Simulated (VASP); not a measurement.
# NbC (Fm-3m) in VASP: single point with PBEsol

Aim: the single point of NbC with PBEsol.

Program: VASP 6.6.1. These are calculated values, not measurements. Logs are shortened: lines on timing, memory, paths and dates and some standing lists are left out, and cuts for length are marked.

**1. The cell of the first run**

The structure is cubic, space group Fm-3m (No. 225). Conventional cell: a = 4.469 Å, b = 4.469 Å, c = 4.469 Å, α = 90.00°, β = 90.00°, γ = 90.00°. Within 3.0 Å of Nb (site symmetry m-3m) lie 6 C at 2.23 Å. C (site symmetry m-3m) has 6 Nb at 2.23 Å within 3.0 Å.

**2. Single point, PBEsol**

Input file INCAR:

```
  PREC = Accurate
  ENCUT = 600
  EDIFF = 1E-6
  ISMEAR = 1
  SIGMA = 0.05
  LREAL = F
  LASPH = T
  NELM = 120
  ALGO = Normal
  ISIF = 2
  LWAVE = F
  LCHARG = F
  GGA = PS
  NBANDS = 16
  GGA_COMPAT = F
```

Input file KPOINTS:

```
regular mesh
0
Gamma
  11 11 11
```

Input file POSCAR:

```
NbC
1.0
    0.0000000000      2.2345500000      2.2345500000
    2.2345500000      0.0000000000      2.2345500000
    2.2345500000      2.2345500000      0.0000000000
Nb C
1 1
Direct
    0.0000000000      0.0000000000      0.0000000000
    0.5000000000      0.5000000000      0.5000000000
```

Potentials or basis: VASP PAW PBE potentials, release 64 (Nb_sv, C).

Started as:

```
> cat potpaw_PBE.64/Nb_sv/POTCAR potpaw_PBE.64/C/POTCAR > POTCAR
> mpirun -np 1 vasp_std > vasp.out
```

OUTCAR:

```text
PREC = Accurate
   ENCUT = 600
   EDIFF = 1E-6
   ISMEAR = 1
   LREAL = F
   LASPH = T
   NELM = 120
   ISIF = 2
   GGA = PS

 ion  position               nearest neighbor table
   1  0.000  0.000  0.000-   2 2.23   2 2.23   2 2.23   2 2.23   2 2.23   2 2.23
   2  0.500  0.500  0.500-   1 2.23   1 2.23   1 2.23   1 2.23   1 2.23   1 2.23

  LATTYP: Found a face centered cubic cell.
 ALAT       =     4.4691000000

  Lattice vectors:

 A1 = (   0.0000000000,   2.2345500000,   2.2345500000)
 A2 = (   2.2345500000,   0.0000000000,   2.2345500000)
 A3 = (   2.2345500000,   2.2345500000,   0.0000000000)

Analysis of symmetry for initial positions (statically):
=====================================================================
 Subroutine PRICEL returns:
 Original cell was already a primitive cell.

 Routine SETGRP: Setting up the symmetry group for a
 face centered cubic supercell.

 Subroutine GETGRP returns: Found 48 space group operations
 (whereof 48 operations were pure point group operations)
 out of a pool of 48 trial point group operations.

The static configuration has the point symmetry O_h .

Analysis of symmetry for dynamics (positions and initial velocities):
=====================================================================
 Subroutine PRICEL returns:
 Original cell was already a primitive cell.

 Routine SETGRP: Setting up the symmetry group for a
 face centered cubic supercell.

 Subroutine GETGRP returns: Found 48 space group operations
 (whereof 48 operations were pure point group operations)
 out of a pool of 48 trial point group operations.

The dynamic configuration has the point symmetry O_h .

 Subroutine INISYM returns: Found 48 space group operations
 (whereof 48 operations are pure point group operations),
 and found     1 'primitive' translations

----------------------------------------------------------------------------------------

                                     Primitive cell

  volume of cell :      22.3152

  direct lattice vectors                    reciprocal lattice vectors
     0.000000000  2.234550000  2.234550000    -0.223758699  0.223758699  0.223758699
     2.234550000  0.000000000  2.234550000     0.223758699 -0.223758699  0.223758699
     2.234550000  2.234550000  0.000000000     0.223758699  0.223758699 -0.223758699

  length of vectors
[... 81 lines left out ...]
   NELM   =    120;   NELMIN=  2; NELMDL= -5     # of ELM steps
   EDIFF  = 0.1E-05   stopping-criterion for ELM
   LREAL  =      F    real-space projection
   EDIFFG = 0.1E-04   stopping-criterion for IOM
   NSW    =      0    number of steps for IOM
   IBRION =     -1    ionic relax: 0-MD 1-quasi-New 2-CG
   NFREE  =      0    steps in history (QN), initial steepest desc. (CG)
   ISIF   =      2    stress and relaxation
   ISYM   =      2    0-nonsym 1-usesym 2-fastsym
   POTIM  = 0.5000    time-step for ionic-motion
   TEBEG  =    0.0;   TEEND  =   0.0 temperature during run
   PSTRESS=    0.0 pullay stress
   NELECT =      17.0000    total number of electrons
   NUPDOWN=      -1.0000    fix difference up-down
   EMIN   =  10.00;   EMAX   =-10.00  energy-range for DOS
   EFERMI =   0.00;   METHOD = LEGACY
   ISMEAR =     1;   SIGMA  =   0.05  broadening in eV -4-tet -1-fermi 0-gaus
   EFERMI_NEDOS =   21; number of points for ismear=-14 and -15
   IALGO  =     38    algorithm
   IMIX   =      4    mixing-type and parameters
     AMIX     =   0.40;   BMIX     =  1.00
     AMIX_MAG =   1.60;   BMIX_MAG =  1.00
  volume/ion in A,a.u.               =      11.16        75.30
  Fermi-wavevector in a.u.,A,eV,Ry     =   1.495172  2.825465 30.416346  2.235538
  Thomas-Fermi vector in A             =   2.607351
   LORBIT       =      0    0 simple, 1 ext, 2 COOP (PROOUT), +10 PAW based schemes
   GGA     = PS    functional components
   LHFCALC =     F    Hartree Fock is set to
   AEXX    =    0.0000 exact exchange contribution
   IVDW    =     0    specifies the selected vdW correction
   LEPSILON=     F    determine dielectric tensor
   LRPA    =     F    only Hartree local field effects (RPA)
 non-spin polarized calculation
 Methfessel and Paxton  Order N= 1 SIGMA  =   0.05
  energy-cutoff  :      600.00
  volume of cell :       22.32
 maximum number of plane-waves:       757
 NGX is ok and might be reduce to    28
   NGX = 13   NGY = 13   NGZ = 13

 number of electron      17.0000001 magnetization

 Free energy of the ion-electron system (eV)
  ---------------------------------------------------
  ext. energy  EPLUGINS =         0.00000000
  ---------------------------------------------------
  free energy    TOTEN  =       -21.85508690 eV

  energy without entropy =      -21.85488089  energy(sigma->0) =      -21.85501823

 E-fermi :  12.5736     XC(G=0): -13.2265

 val. band max:       12.5719687501   @ k =  -0.1818   0.2727   0.0909
 cond. band min:      12.6857679676   @ k =   0.3636   0.0909   0.0000
 fundamental gap:      0.1137992176
 Fermi energy:        12.5735813943

 k-point     1 :       0.0000    0.0000    0.0000
  band No.  band energies     occupation
      1     -43.1704      2.00000
      2     -18.9059      2.00000
      3     -18.9059      2.00000
      4     -18.9059      2.00000
      5      -0.9651      2.00000
      6      11.1325      2.00000
[... 433 lines left out ...]
      3     -19.0932      2.00000
      4     -18.9403      2.00000
      5       0.8704      2.00000
      6       7.1706      2.00000
[... 8 lines left out ...]
     15      25.2623      0.00000
     16      27.2404      0.00000

 [... further k-points ...]

------------------------ aborting loop because EDIFF is reached ----------------------------------------

  FORCE on cell =-STRESS in cart. coord.  units (eV):
  Direction    XX          YY          ZZ          XY          YZ          ZX
  --------------------------------------------------------------------------------------
  -------------------------------------------------------------------------------------
  Total       -0.6337404     -0.6337404     -0.6337404     -0.0000000     -0.0000000      0.0000000
  in kB      -45.5010834    -45.5010834    -45.5010834     -0.0000000     -0.0000000      0.0000000
  external PRESSURE =     -45.5010834 kB  Pullay stress =       0.0000000 kB

 VOLUME and BASIS-vectors are now :
 -----------------------------------------------------------------------------
  energy-cutoff  :      600.00
  volume of cell :       22.32
      direct lattice vectors                 reciprocal lattice vectors
     0.000000000  2.234550000  2.234550000    -0.223758699  0.223758699  0.223758699
     2.234550000  0.000000000  2.234550000     0.223758699 -0.223758699  0.223758699
     2.234550000  2.234550000  0.000000000     0.223758699  0.223758699 -0.223758699

 POSITION                                       TOTAL-FORCE (eV/Angst)
 -----------------------------------------------------------------------------------
      0.00000      0.00000      0.00000         0.000000      0.000000      0.000000
      2.23455      2.23455      2.23455        -0.000000      0.000000     -0.000000
 -----------------------------------------------------------------------------------
    total drift:                               -0.000000      0.000000      0.000000

  FREE ENERGIE OF THE ION-ELECTRON SYSTEM (eV)
  ---------------------------------------------------
  free  energy   TOTEN  =       -21.8550868991 eV

  energy  without entropy=      -21.8548808880  energy(sigma->0) =      -21.85501823
```

Wall time 13 s (1 thread of Intel Xeon 6975P-C (Granite Rapids), shared host); peak memory 0.17 GiB.

What came out:

| Item | Value |
| --- | --- |
| Free energy | -21.8551 eV |
| Pressure | -4.6 GPa |
| Band gap on the k mesh | zero (an odd number of electrons rules out a gap without spin polarisation) |

Levels at points of the mesh, in eV from the Fermi level:
```tsv
k point	band 7	band 8	band 9	band 10	band 11	band 12
(0.00, 0.00, 0.00)	-1.44	-1.44	-0.31	-0.31	-0.31	0.24
```

Caveat: the cell stands under tension; the PAW data sets were made with another functional, which shifts forces and pressure a little.
